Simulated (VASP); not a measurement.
Write the native input for VASP 6.6.1 that does the following.

```yaml
Task: relaxation of cell and atoms
Functional: PBE
Potentials_or_basis: VASP PAW PBE potentials, release 64 (Si, Ni)
Cutoff: 600 eV
k_mesh: 8 × 10 × 6
Occupations: gaussian, width 0.05 eV
Spin: no spin polarisation
Dipole_correction: no
Further_INCAR_settings: ALGO = Normal; EDIFF = 1e-06; IBRION = 2; EDIFFG = -0.01; NSW = 80; ISIF = 3
```

The structure of SiNi lies in POSCAR:

```
SiNi
1.0
    5.1731000000      0.0000000000      0.0000000000
    0.0000000000      3.3381000000      0.0000000000
    0.0000000000      0.0000000000      5.6049000000
Si Ni
4 4
Direct
    0.3212800000      0.7500000000      0.0825000000
    0.1787200000      0.2500000000      0.5825000000
    0.8212800000      0.7500000000      0.4175000000
    0.6787200000      0.2500000000      0.9175000000
    0.0077900000      0.2500000000      0.1875200000
    0.4922100000      0.7500000000      0.6875200000
    0.5077900000      0.2500000000      0.3124800000
    0.9922100000      0.7500000000      0.8124800000
```

One way to write it, as run:

INCAR

```
SYSTEM = SiNi
  ALGO = Normal
  EDIFF = 1E-6
  EDIFFG = -0.01
  ENCUT = 600
  GGA = PE
  IBRION = 2
  ISIF = 3
  ISMEAR = 0
  LASPH = .True.
  LCHARG = .False.
  LREAL = .False.
  LWAVE = .False.
  NELM = 60
  NSW = 80
  PREC = Accurate
  SIGMA = 0.05
```

KPOINTS

```
k-points
0
Gamma
  8 10 6
  0 0 0
```

Potentials or basis: VASP PAW PBE potentials, release 64 (Si, Ni).

Command:

```console
$ cat potpaw_PBE.64/Si/POTCAR potpaw_PBE.64/Ni/POTCAR > POTCAR
$ mpirun -np 1 vasp_std > vasp.out
```

It gave:

```json
{
 "Relaxed volume": "12.22 Å³/atom",
 "Relaxed cell": "a = 5.153 Å, b = 3.375 Å, c = 5.621 Å, α = 90.00°, β = 90.00°, γ = 90.00°",
 "Space group after relaxing (to 0.05 Å)": "Pnma (No. 62)",
 "Energy gained by relaxing": "1.1 meV/atom",
 "Ionic steps": "16",
 "Pressure after relaxing": "0.0 GPa",
 "Largest force after relaxing": "0.008 eV/Å",
 "Band gap on the k mesh": "zero (band 28 reaches 11.35 eV, above the bottom of band 29 at 9.54 eV)"
}
```

Wall time 53 min on 1 thread of AMD EPYC 9R45 (Zen 5), on a shared host, peak memory 0.46 GiB.
